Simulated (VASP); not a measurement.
Here is a VASP 6.6.1 calculation.

Contents of INCAR:

```
PREC     = Accurate       # precision mode
ENCUT    = 520            # plane-wave cutoff, eV
EDIFF    = 1E-7           # SCF threshold, eV
ISMEAR   = 0              # smearing method
SIGMA    = 0.1            # smearing width, eV
LREAL    = F              # projectors in reciprocal space
LASPH    = T              # aspherical terms in the spheres
NELM     = 100            # most SCF steps
ALGO     = Normal         # electronic algorithm
ISIF     = 2              # what is computed and relaxed
LWAVE    = F              # write WAVECAR
LCHARG   = T              # write CHGCAR
GGA      = PE             # functional
LELF     = T              # ELF
LVHAR    = T            
NBANDS   = 42             # bands
```

Contents of KPOINTS:

```
Automatic mesh
0
Gamma
  6 6 2
```

The input POSCAR:

```
Lu2Si3P
1.0
    3.4536107236      0.0000000000      0.0000000000
   -1.7268053618      2.9909146215      0.0000000000
    0.0000000000      0.0000000000     11.3395951214
Lu Si P
2 3 1
Direct
    0.3333333333      0.6666666667      0.6770622351
    0.6666666667      0.3333333333      0.3229377649
    0.0000000000      0.0000000000      0.5000000000
    0.3333333333      0.6666666667      0.1306756207
    0.6666666667      0.3333333333      0.8693243793
    0.0000000000      0.0000000000      0.0000000000
```

Potentials or basis: VASP PAW PBE potentials, release 64 (Lu, Si, P).

Run with:

```sh
$ cat potpaw_PBE.64/Lu/POTCAR potpaw_PBE.64/Si/POTCAR potpaw_PBE.64/P/POTCAR > POTCAR
$ mpirun -np 1 vasp_std > vasp.out
```

Question: Predict the pressure.

Answer: 0.1 GPa.

Question: Estimate the largest force.

Answer: 0.026 eV/Å.

Stress tensor (GPa, compression positive):
```
0.09 0.00 0.00
0.00 0.09 0.00
0.00 0.00 0.18
```
